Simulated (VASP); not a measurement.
Wanted: the native input for a VASP 6.6.1 run.

- Task: single point
- Functional: PBEsol
- Potentials or basis: VASP PAW PBE potentials, release 64 (In_d, Ga_d, As)
- Cutoff: 520 eV
- k mesh: 12 × 12 × 8
- Occupations: gaussian, width 0.1 eV
- Spin: no spin polarisation
- Dipole correction: no
- Further INCAR settings: ALGO = Normal; EDIFF = 1e-07; NBANDS = 26

The structure of InGaAs2 lies in POSCAR:

```
InGaAs2
1.0
    3.8635200558      0.0000000000      0.0000000000
    0.0000000000      3.8635200558      0.0000000000
    0.0000000000      0.0000000000      5.5389069291
In Ga As
1 1 2
Direct
    0.0000000000      0.0000000000      0.5000000000
    0.5000000000      0.5000000000      0.0000000000
    0.5000000000      0.0000000000      0.7723795131
    0.0000000000      0.5000000000      0.2276204869
```

The input as run:

INCAR

```
PREC = Accurate ; ENCUT = 520
EDIFF = 1E-7 ; ISMEAR = 0
SIGMA = 0.1 ; LREAL = False
LASPH = True ; NELM = 100
ALGO = Normal ; ISIF = 2
LWAVE = False ; LCHARG = False
GGA = PS ; NBANDS = 26
```

KPOINTS

```
regular mesh
0
Gamma
  12 12 8
```

Potentials or basis: VASP PAW PBE potentials, release 64 (In_d, Ga_d, As).

Command:

```bash
$ cat potpaw_PBE.64/In_d/POTCAR potpaw_PBE.64/Ga_d/POTCAR potpaw_PBE.64/As/POTCAR > POTCAR
$ mpirun -np 1 vasp_std > vasp.out
```

Results of the run:

| Item | Value |
| --- | --- |
| Pressure | 20.3 GPa |
| Largest force | 0.003 eV/Å |
| Band gap on the k mesh | 0.89 eV (least direct gap 0.94 eV) |

Caveat: the cell stands under pressure; the PAW data sets were made with another functional, which shifts forces and pressure a little; spin-orbit coupling is left out, which moves the levels of the heavy elements.

Run time: 3.5 min on 1 thread of Intel(R) Xeon(R) Platinum 8488C (Sapphire Rapids), with other jobs on the host, peak memory 0.42 GiB.
